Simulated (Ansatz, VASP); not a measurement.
One calculation of AlRu, two programs

INCAR

```
SYSTEM = AlRu
PREC = Accurate ; ENCUT = 600
EDIFF = 1E-6 ; ISMEAR = -1
SIGMA = 0.15 ; LREAL = .FALSE.
LASPH = .TRUE. ; NELM = 100
ALGO = Fast ; ISIF = 3
LWAVE = .FALSE. ; LCHARG = .FALSE.
GGA = PS ; IBRION = 2
NSW = 80 ; EDIFFG = -0.001
```

Contents of KPOINTS:

```
regular mesh
0
G
  14 14 14
  0 0 0
```

The input POSCAR:

```
AlRu
1.0
    2.9764078228      0.0000000000      0.0000000000
    0.0000000000      2.9764078228      0.0000000000
    0.0000000000      0.0000000000      2.9764078228
Al Ru
1 1
Direct
    0.0000000000      0.0000000000      0.0000000000
    0.5000000000      0.5000000000      0.5000000000
```

Input for Ansatz:

```yaml
crystal:
  lattice:
    - [2.9764078228, 0.0, 0.0]
    - [0.0, 2.9764078228, 0.0]
    - [0.0, 0.0, 2.9764078228]
  atoms:
    - { symbol: Al, position: [0.0, 0.0, 0.0] }
    - { symbol: Ru, position: [0.5, 0.5, 0.5] }
basis:
  ecutwfc: 420
kpoints:
  mp_grid: { grid: [14, 14, 14] }
hamiltonian:
  xc: pbesol
scf:
  occupations: { method: fermi_dirac, width: 0.15 }
output:
  forces: true
  stress: true
  eigenvalues: true
relax:
  adjacent_minimum: "off"
  f_tol: 0.001
  max_steps: 60
  cell: { stress_tol: 0.01 }
```

Alike in both runs: task relaxation of cell and atoms; functional PBEsol; k mesh 14 × 14 × 14; occupations fermi-dirac, width 0.15 eV; no spin polarisation.

```csv
,VASP,Ansatz
version,VASP 6.6.1,Ansatz 0.2.0
potentials or method,"VASP PAW PBE potentials, release 64 (Al, Ru_pv), cutoff 600 eV","scalar-relativistic, plane waves, PAW"
valence electrons in the cell,17,19
```

|  | VASP | Ansatz | Ansatz less VASP |
| --- | --- | --- | --- |
| gap on the k mesh at the Fermi level, each at its own relaxed structure (eV) | none | none | - |
| relaxed volume (Å³/atom) | 13.21 | 13.21 | -0.002 |
| relaxed cell length with the largest relative difference (Å) | 2.978 | 2.978 | -0.0002 |

VASP's potentials were made for PBE, not for PBEsol. A gap of «none» marks a metal or a gap that the smearing closes. VASP's potentials hold 17 valence electrons a cell and Ansatz's 19, so a difference there can come from the potentials and not from the codes.
